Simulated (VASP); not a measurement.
Here is a VASP 6.6.1 calculation.

INCAR

```
PREC = Accurate ; ENCUT = 520
EDIFF = 1E-7 ; ISMEAR = 0
SIGMA = 0.15 ; LREAL = F
LASPH = T ; NELM = 100
ALGO = Normal ; ISIF = 2
LWAVE = F ; LCHARG = F
GGA = PE ; IVDW = 12
NBANDS = 17
```

Contents of KPOINTS:

```
Automatic mesh
0
Gamma
  14 14 14
```

POSCAR

```
PbSe
1.0
    3.7952353503     -0.1997492290     -0.1997492290
   -0.1997492290      3.7952353503     -0.1997492290
   -0.1997492290     -0.1997492290      3.7952353503
Pb Se
1 1
Direct
    0.0000000000      0.0000000000      0.0000000000
    0.5000000000      0.5000000000      0.5000000000
```

Potentials or basis: VASP PAW PBE potentials, release 64 (Pb_d, Se).

The run is started by

```sh
$ cat potpaw_PBE.64/Pb_d/POTCAR potpaw_PBE.64/Se/POTCAR > POTCAR
$ mpirun -np 1 vasp_std > vasp.out
```

(1) Estimate the band gap on the k mesh.

(2) Estimate the dispersion energy per atom.

Results:

(1) zero (band 10 reaches 5.89 eV, above the bottom of band 11 at 4.52 eV).

(2) -0.390 eV.

Caveat: spin-orbit coupling is left out, which moves the levels of the heavy elements.
